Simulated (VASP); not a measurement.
Here is a VASP 6.6.1 calculation.

Contents of INCAR:

```
  ALGO = Normal
  EDIFF = 1E-8
  ENCUT = 520
  GGA = PE
  ISIF = 2
  ISMEAR = -1
  LASPH = T
  LCHARG = F
  LEFG = T
  LREAL = F
  LWAVE = F
  NBANDS = 10
  NELM = 60
  PREC = Accurate
  SIGMA = 0.08
```

Contents of KPOINTS:

```
k-points
0
Gamma
  10 10 10
```

Contents of POSCAR:

```
K
1.0
   -2.6180000000      2.6180000000      2.6180000000
    2.6180000000     -2.6180000000      2.6180000000
    2.6180000000      2.6180000000     -2.6180000000
K
1
Direct
    0.0000000000      0.0000000000      0.0000000000
```

Potentials or basis: VASP PAW PBE potentials, release 64 (K_sv).

The run is started by

```sh
$ cat potpaw_PBE.64/K_sv/POTCAR > POTCAR
$ mpirun -np 1 vasp_std > vasp.out
```

What does it give for the pressure?

0.1 GPa.

Predict the band gap on the k mesh.

zero (an odd number of electrons rules out a gap without spin polarisation).
